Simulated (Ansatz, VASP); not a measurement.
Li in VASP and in Ansatz

```xyz
2
Lattice="3.1110 0.0000 0.0000 -1.5555 2.6942 0.0000 0.0000 0.0000 5.0930" Properties=species:S:1:pos:R:3 pbc="T T T"
Li    0.0000    1.7961    1.3033
Li    1.5555    0.8981    3.8197
```

Alike in both runs: task electric field gradients; functional PBE; k mesh 15 × 15 × 8; occupations fermi-dirac, width 0.08 eV; no spin polarisation.

|  | VASP | Ansatz |
| --- | --- | --- |
| version | VASP 6.6.1 | Ansatz 0.2.0 |
| potentials or method | VASP PAW PBE potentials, release 64 (Li_sv), cutoff 520 eV | all-electron PAW with datasets made for the crystal, scalar-relativistic |

|  | VASP | Ansatz | Ansatz less VASP |
| --- | --- | --- | --- |
| rms of the force components (eV/Å) | 0.019 | 0.019 | -0.0002 |

Atom by atom the forces differ by 0.000 eV/Å (rms over components). Ansatz ran all-electron here, and VASP with PAW potentials.

Noted on VASP's run: the cutoff is under 1.25 times that of the potentials, so the pressure is a little rough.
